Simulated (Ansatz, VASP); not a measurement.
# Two plane-wave programs on TaWC2

INCAR

```
PREC = Accurate
ENCUT = 520
EDIFF = 1E-6
ISMEAR = 0
SIGMA = 0.1
LREAL = False
LASPH = True
NELM = 100
ALGO = Normal
ISIF = 2
LWAVE = False
LCHARG = False
GGA = PE
NBANDS = 24
```

Contents of KPOINTS:

```
regular mesh
0
Gamma
  6 6 6
```

The input POSCAR:

```
TaWC2
1.0
    1.5718551700      0.9075110100      5.1016197200
   -1.5718551700      0.9075110100      5.1016197200
    0.0000000000     -1.8150220200      5.1016197200
Ta W C
1 1 2
Direct
    0.5000000000      0.5000000000      0.5000000000
    0.0000000000      0.0000000000      0.0000000000
    0.7490670100      0.7490670100      0.7490670100
    0.2509329900      0.2509329900      0.2509329900
```

Input for Ansatz:

```yaml
crystal:
  lattice:
    - [1.57185517, 0.90751101, 5.10161972]
    - [-1.57185517, 0.90751101, 5.10161972]
    - [0.0, -1.81502202, 5.10161972]
  atoms:
    - { symbol: Ta, position: [0.5, 0.5, 0.5] }
    - { symbol: W, position: [0.0, 0.0, 0.0] }
    - { symbol: C, position: [0.74906701, 0.74906701, 0.74906701] }
    - { symbol: C, position: [0.25093299, 0.25093299, 0.25093299] }
basis:
  ecutwfc: 420
kpoints:
  mp_grid: { grid: [6, 6, 6] }
hamiltonian:
  xc: pbe
scf:
  occupations: { method: gaussian, width: 0.1 }
  lower_state_search: "off"
output:
  forces: true
  stress: true
  eigenvalues: true
```

Alike in both runs: task single point; functional PBE; k mesh 6 × 6 × 6; occupations gaussian, width 0.1 eV; no spin polarisation.

```csv
,VASP,Ansatz
version,VASP 6.6.1,Ansatz 0.2.0
potentials or method,"VASP PAW PBE potentials, release 64 (Ta_pv, W_sv, C), cutoff 520 eV","scalar-relativistic, plane waves, PAW"
valence electrons in the cell,33,35
```

|  | VASP | Ansatz | Ansatz less VASP |
| --- | --- | --- | --- |
| gap on the k mesh at the Fermi level (eV) | none | none | - |
| pressure (GPa) | -1.7 | -2.5 | -0.75 |
| traceless stress, the component that is largest in VASP (GPa) | 1.42 | 1.38 | -0.037 |
| rms of the force components (eV/Å) | 0.056 | 0.052 | -0.0036 |

Atom by atom the forces differ by 0.004 eV/Å (rms over components). A gap of «none» marks a metal or a gap that the smearing closes. The functional is the same, so the differences come from potentials, cutoffs and numerics. VASP's potentials hold 33 valence electrons a cell and Ansatz's 35, so a difference there can come from the potentials and not from the codes.

The k mesh is coarse, so the values compare programs but aren't converged. Spin-orbit coupling is off throughout.
